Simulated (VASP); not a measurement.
# P in VASP: single point with PBEsol

Aim: the single point of P with PBEsol.

Everything below comes from runs of VASP 6.6.1. Logs are shortened: lines on timing, memory, paths and dates and some standing lists are left out, and cuts for length are marked.

### Step 1. The cell of the first run

The cell holds a slab with vacuum, 4 atoms: a = 3.284 Å, b = 34.857 Å, c = 4.632 Å, α = 90.00°, β = 90.00°, γ = 90.00°.

### Step 2. Single point, PBEsol (atom 1 (P) moved by (+0.000, +0.200) A along x and z)

Input file INCAR:

```
SYSTEM = P
  ALGO = Normal
  EDIFF = 1E-7
  ENCUT = 520
  GGA = PS
  ISIF = 2
  ISMEAR = 0
  LASPH = .TRUE.
  LCHARG = .FALSE.
  LREAL = .FALSE.
  LWAVE = .FALSE.
  NBANDS = 18
  NELM = 60
  PREC = Accurate
  SIGMA = 0.05
```

Input file KPOINTS:

```
k-points
0
G
  8 1 6
  0 0 0
```

Input file POSCAR:

```
P
1.0
    3.2837277200      0.0000000000      0.0000000000
    0.0000000000     34.8570309900      0.0000000000
    0.0000000000      0.0000000000      4.6320847100
P
4
Direct
    0.0000000000      0.9702614300      0.6353278233
    0.0000000000      0.0297385700      0.4078492800
    0.5000000000      0.0297385700      0.0921507200
    0.5000000000      0.9702614300      0.9078492800
```

Potentials or basis: VASP PAW PBE potentials, release 64 (P).

Started as:

```
$ cat potpaw_PBE.64/P/POTCAR > POTCAR
$ mpirun -np 1 vasp_std > vasp.out
```

OUTCAR:

```text
SYSTEM = P
   EDIFF = 1E-7
   ENCUT = 520
   GGA = PS
   ISIF = 2
   ISMEAR = 0
   LASPH = .TRUE.
   LREAL = .FALSE.
   NELM = 60
   PREC = Accurate

 ion  position               nearest neighbor table
   1  0.000  0.970  0.635-   4 2.07   4 2.07   2 2.33
   2  0.000  0.030  0.408-   3 2.20   3 2.20   1 2.33
   3  0.500  0.030  0.092-   2 2.20   2 2.20   4 2.24
   4  0.500  0.970  0.908-   1 2.07   1 2.07   3 2.24

  LATTYP: Found a simple orthorhombic cell.
 ALAT       =     3.2837277200
 B/A-ratio  =     1.4106177811
 C/A-ratio  =    10.6150795566

  Lattice vectors:

 A1 = (  -3.2837277200,   0.0000000000,   0.0000000000)
 A2 = (   0.0000000000,   0.0000000000,   4.6320847100)
 A3 = (   0.0000000000,  34.8570309900,   0.0000000000)

Analysis of symmetry for initial positions (statically):
=====================================================================
 Subroutine PRICEL returns:
 Original cell was already a primitive cell.

 Routine SETGRP: Setting up the symmetry group for a
 simple orthorhombic supercell.

 Subroutine GETGRP returns: Found  2 space group operations
 (whereof  2 operations were pure point group operations)
 out of a pool of  8 trial point group operations.

The static configuration has the point symmetry C_1h.

Analysis of symmetry for dynamics (positions and initial velocities):
=====================================================================
 Subroutine PRICEL returns:
 Original cell was already a primitive cell.

 Routine SETGRP: Setting up the symmetry group for a
 simple orthorhombic supercell.

 Subroutine GETGRP returns: Found  2 space group operations
 (whereof  2 operations were pure point group operations)
 out of a pool of  8 trial point group operations.

The dynamic configuration has the point symmetry C_1h.

 Subroutine INISYM returns: Found  2 space group operations
 (whereof  2 operations are pure point group operations),
 and found     1 'primitive' translations

----------------------------------------------------------------------------------------

                                     Primitive cell

  volume of cell :     530.1930

  direct lattice vectors                    reciprocal lattice vectors
     3.283727720  0.000000000  0.000000000     0.304531948  0.000000000  0.000000000
     0.000000000 34.857030990  0.000000000     0.000000000  0.028688617  0.000000000
     0.000000000  0.000000000  4.632084710     0.000000000  0.000000000  0.215885516

  length of vectors
     3.283727720 34.857030990  4.632084710     0.304531948  0.028688617  0.215885516

  position of ions in fractional coordinates (direct lattice)
     0.000000000  0.970261430  0.635327823
     0.000000000  0.029738570  0.407849280
     0.500000000  0.029738570  0.092150720
     0.500000000  0.970261430  0.907849280

  ion indices of the primitive-cell ions
   primitive index   ion index
                 1           1
                 2           2
                 3           3
                 4           4

----------------------------------------------------------------------------------------

 KPOINTS: k-points

Automatic generation of k-mesh.
 Grid dimensions read from file:
 generate k-points for:    8    1    6

 Generating k-lattice:

  Cartesian coordinates                     Fractional coordinates (reciprocal lattice)
     0.038066494  0.000000000  0.000000000     0.125000000  0.000000000  0.000000000
     0.000000000  0.028688617  0.000000000     0.000000000  1.000000000  0.000000000
     0.000000000  0.000000000  0.035980919     0.000000000  0.000000000  0.166666667

  Length of vectors
     0.038066494  0.028688617  0.035980919

  Shift w.r.t. Gamma in fractional coordinates (k-lattice)
     0.000000000  0.000000000  0.000000000

 Subroutine IBZKPT returns following result:
 ===========================================

 Found     20 irreducible k-points:

 Following reciprocal coordinates:
            Coordinates               Weight
  0.000000  0.000000  0.000000      1.000000
  0.125000  0.000000  0.000000      2.000000
  0.250000  0.000000  0.000000      2.000000
  0.375000  0.000000  0.000000      2.000000
  0.500000  0.000000  0.000000      1.000000
  0.000000  0.000000  0.166667      2.000000
[... 12 lines left out ...]
  0.375000  0.000000  0.500000      2.000000
  0.500000  0.000000  0.500000      1.000000
   k-points           NKPTS =     20   k-points in BZ     NKDIM =     20   number of bands    NBANDS=     18
   number of dos      NEDOS =    301   number of ions     NIONS =      4
   total plane-waves  NPLWV = 233280
   dimension x,y,z NGX =    24 NGY =  270 NGZ =   36
   dimension x,y,z NGXF=    48 NGYF=  540 NGZF=   72
   ions per type =               4
   NGX,Y,Z   is equivalent  to a cutoff of  12.15, 12.88, 12.92 a.u.
   NGXF,Y,Z  is equivalent  to a cutoff of  24.30, 25.75, 25.84 a.u.
 SYSTEM =  P
   PREC   = accura    normal or accurate (medium, high low for compatibility)
   ISTART =      0    job   : 0-new  1-cont  2-samecut
   ICHARG =      2    charge: 1-file 2-atom 10-const
   ISPIN  =      1    spin polarized calculation?
   LNONCOLLINEAR =      F non collinear calculations
   LSORBIT =      F    spin-orbit coupling
   LASPH  =      T    aspherical Exc in radial PAW
   ENCUT  =  520.0 eV  38.22 Ry    6.18 a.u.   6.11 64.81  8.61*2*pi/ulx,y,z
   NELM   =     60;   NELMIN=  2; NELMDL= -5     # of ELM steps
   EDIFF  = 0.1E-06   stopping-criterion for ELM
   LREAL  =      F    real-space projection
   EDIFFG = 0.1E-05   stopping-criterion for IOM
   NSW    =      0    number of steps for IOM
   IBRION =     -1    ionic relax: 0-MD 1-quasi-New 2-CG
   NFREE  =      0    steps in history (QN), initial steepest desc. (CG)
   ISIF   =      2    stress and relaxation
   ISYM   =      2    0-nonsym 1-usesym 2-fastsym
   POTIM  = 0.5000    time-step for ionic-motion
   TEBEG  =    0.0;   TEEND  =   0.0 temperature during run
   PSTRESS=    0.0 pullay stress
   NELECT =      20.0000    total number of electrons
   NUPDOWN=      -1.0000    fix difference up-down
   EMIN   =  10.00;   EMAX   =-10.00  energy-range for DOS
   EFERMI =   0.00;   METHOD = LEGACY
   ISMEAR =     0;   SIGMA  =   0.05  broadening in eV -4-tet -1-fermi 0-gaus
   EFERMI_NEDOS =   21; number of points for ismear=-14 and -15
   IALGO  =     38    algorithm
   IMIX   =      4    mixing-type and parameters
     AMIX     =   0.40;   BMIX     =  1.00
     AMIX_MAG =   1.60;   BMIX_MAG =  1.00
  volume/ion in A,a.u.               =     132.55       894.48
  Fermi-wavevector in a.u.,A,eV,Ry     =   0.549044  1.037542  4.101461  0.301449
  Thomas-Fermi vector in A             =   1.580001
   LORBIT       =      0    0 simple, 1 ext, 2 COOP (PROOUT), +10 PAW based schemes
   GGA     = PS    functional components
   LHFCALC =     F    Hartree Fock is set to
   AEXX    =    0.0000 exact exchange contribution
   IVDW    =     0    specifies the selected vdW correction
   LEPSILON=     F    determine dielectric tensor
   LRPA    =     F    only Hartree local field effects (RPA)
 non-spin polarized calculation
 Gauss-broadening in eV      SIGMA  =   0.05
  energy-cutoff  :      520.00
  volume of cell :      530.19
 maximum number of plane-waves:     14344
   NGX = 13   NGY =129   NGZ = 17

 number of electron      20.0000001 magnetization

 Free energy of the ion-electron system (eV)
  ---------------------------------------------------
  ext. energy  EPLUGINS =         0.00000000
  ---------------------------------------------------
  free energy    TOTEN  =       -22.46911651 eV

  energy without entropy =      -22.46911651  energy(sigma->0) =      -22.46911651

 E-fermi :  -3.0001     XC(G=0):  -1.7504

 val. band max:       -3.2715679527   @ k =   0.1250   0.0000   0.0000
 cond. band min:      -2.6762443221   @ k =   0.0000   0.0000   0.0000
 fundamental gap:      0.5953236306
 Fermi energy:        -3.0001488982

 k-point     1 :       0.0000    0.0000    0.0000
  band No.  band energies     occupation
      1     -18.8954      2.00000
      2     -16.5134      2.00000
      3     -12.4404      2.00000
      4      -9.4252      2.00000
      5      -8.1604      2.00000
      6      -7.7446      2.00000
[... 10 lines left out ...]
     17       1.6345      0.00000
     18       1.7678      0.00000

 k-point     2 :       0.1250    0.0000    0.0000
  band No.  band energies     occupation
      1     -18.7037      2.00000
      2     -16.3176      2.00000
      3     -12.5334      2.00000
      4      -9.2779      2.00000
      5      -8.6937      2.00000
      6      -8.1774      2.00000
[... 10 lines left out ...]
     17       1.7562      0.00000
     18       1.8517      0.00000

 k-point     3 :       0.2500    0.0000    0.0000
  band No.  band energies     occupation
      1     -18.1334      2.00000
      2     -15.7329      2.00000
      3     -13.1435      2.00000
      4     -10.1331      2.00000
      5      -9.1132      2.00000
      6      -8.8784      2.00000
[... 10 lines left out ...]
     17       1.8229      0.00000
     18       2.0708      0.00000

 k-point     4 :       0.3750    0.0000    0.0000
  band No.  band energies     occupation
      1     -17.2022      2.00000
      2     -14.7705      2.00000
      3     -14.4702      2.00000
      4     -11.8270      2.00000
      5      -9.1792      2.00000
      6      -8.4628      2.00000
[... 10 lines left out ...]
     17       2.8406      0.00000
     18       3.0176      0.00000

 k-point     5 :       0.5000    0.0000    0.0000
  band No.  band energies     occupation
      1     -16.0541      2.00000
      2     -15.8311      2.00000
      3     -13.4602      2.00000
      4     -13.4356      2.00000
      5      -8.6447      2.00000
      6      -8.6152      2.00000
[... 10 lines left out ...]
     17       3.2289      0.00000
     18       3.3569      0.00000

 k-point     6 :       0.0000    0.0000    0.1667
  band No.  band energies     occupation
      1     -18.7829      2.00000
      2     -16.6638      2.00000
      3     -12.4846      2.00000
      4      -9.9650      2.00000
      5      -7.7978      2.00000
      6      -7.5804      2.00000
[... 10 lines left out ...]
     17       1.8099      0.00000
     18       1.8285      0.00000

 k-point     7 :       0.1250    0.0000    0.1667
  band No.  band energies     occupation
      1     -18.5918      2.00000
      2     -16.4719      2.00000
      3     -12.5270      2.00000
      4      -9.8981      2.00000
      5      -8.6442      2.00000
      6      -7.9103      2.00000
[... 10 lines left out ...]
     17       1.6257      0.00000
     18       1.9870      0.00000

 k-point     8 :       0.2500    0.0000    0.1667
  band No.  band energies     occupation
      1     -18.0236      2.00000
      2     -15.9055      2.00000
      3     -13.0017      2.00000
      4     -10.4595      2.00000
      5      -9.3948      2.00000
      6      -8.7853      2.00000
[... 10 lines left out ...]
     17       2.1477      0.00000
     18       2.3432      0.00000
[... 145 lines left out ...]
     17       2.9090      0.00000
     18       3.0840      0.00000

 k-point    16 :       0.0000    0.0000    0.5000
  band No.  band energies     occupation
      1     -18.2435      2.00000
      2     -17.3476      2.00000
      3     -12.0893      2.00000
      4     -11.5223      2.00000
      5      -7.3555      2.00000
      6      -6.7320      2.00000
[... 10 lines left out ...]
     17       2.1284      0.00000
     18       2.5082      0.00000

 k-point    17 :       0.1250    0.0000    0.5000
  band No.  band energies     occupation
      1     -18.0541      2.00000
      2     -17.1633      2.00000
      3     -12.0064      2.00000
      4     -11.4850      2.00000
      5      -8.4872      2.00000
      6      -7.4243      2.00000
[... 10 lines left out ...]
     17       2.3883      0.00000
     18       2.7412      0.00000

 k-point    18 :       0.2500    0.0000    0.5000
  band No.  band energies     occupation
      1     -17.4944      2.00000
      2     -16.6246      2.00000
      3     -12.0149      2.00000
      4     -11.8626      2.00000
      5      -9.6160      2.00000
      6      -9.0318      2.00000
[... 10 lines left out ...]
     17       2.5531      0.00000
     18       3.0005      0.00000

 k-point    19 :       0.3750    0.0000    0.5000
  band No.  band energies     occupation
      1     -16.6057      2.00000
      2     -15.8195      2.00000
      3     -13.2674      2.00000
      4     -12.7549      2.00000
      5      -9.3354      2.00000
      6      -9.2581      2.00000
[... 10 lines left out ...]
     17       3.2036      0.00000
     18       3.5539      0.00000

 k-point    20 :       0.5000    0.0000    0.5000
  band No.  band energies     occupation
      1     -15.7522      2.00000
      2     -15.4367      2.00000
      3     -13.9056      2.00000
      4     -13.7610      2.00000
      5      -8.7022      2.00000
      6      -8.6782      2.00000
[... 10 lines left out ...]
     17       3.0478      0.00000
     18       3.3594      0.00000

------------------------ aborting loop because EDIFF is reached ----------------------------------------

  FORCE on cell =-STRESS in cart. coord.  units (eV):
  Direction    XX          YY          ZZ          XY          YZ          ZX
  --------------------------------------------------------------------------------------
  -------------------------------------------------------------------------------------
  Total        1.9698424     -0.6214792      2.7941126      0.0000000      1.1762801      0.0000000
  in kB        5.9526184     -1.8780327      8.4434603      0.0000000      3.5545720      0.0000000
  external PRESSURE =       4.1726820 kB  Pullay stress =       0.0000000 kB

 VOLUME and BASIS-vectors are now :
 -----------------------------------------------------------------------------
  energy-cutoff  :      520.00
  volume of cell :      530.19
      direct lattice vectors                 reciprocal lattice vectors
     3.283727720  0.000000000  0.000000000     0.304531948  0.000000000  0.000000000
     0.000000000 34.857030990  0.000000000     0.000000000  0.028688617  0.000000000
     0.000000000  0.000000000  4.632084710     0.000000000  0.000000000  0.215885516

 POSITION                                       TOTAL-FORCE (eV/Angst)
 -----------------------------------------------------------------------------------
      0.00000     33.82043      2.94289         0.000000      0.132414     -3.297902
      0.00000      1.03660      1.88919         0.000000     -0.148277      0.461273
      1.64186      1.03660      0.42685         0.000000     -0.144470      0.106202
      1.64186     33.82043      4.20523         0.000000      0.160332      2.730427
 -----------------------------------------------------------------------------------
    total drift:                               -0.000000     -0.000016      0.000008

  FREE ENERGIE OF THE ION-ELECTRON SYSTEM (eV)
  ---------------------------------------------------
  free  energy   TOTEN  =       -22.4691165140 eV

  energy  without entropy=      -22.4691165140  energy(sigma->0) =      -22.46911651
```

Wall time 8.4 min (1 thread of Oxide Virtual Turin-like, shared host); peak memory 0.53 GiB.

What came out:

```
Free energy            : -22.4691 eV
Largest force          : 3.301 eV/Å
Band gap on the k mesh : 0.60 eV, indirect (least direct gap 0.66 eV)
```

Forces on the atoms (eV/Å):
```
P    0.000  0.132 -3.298
P    0.000 -0.148  0.461
P    0.000 -0.144  0.106
P    0.000  0.160  2.730
```

Caveat: the cell differs from its parent crystal (atom 1 (P) moved by (+0.000, +0.200) A along x and z); the PAW data sets were made with another functional, which shifts forces and pressure a little.
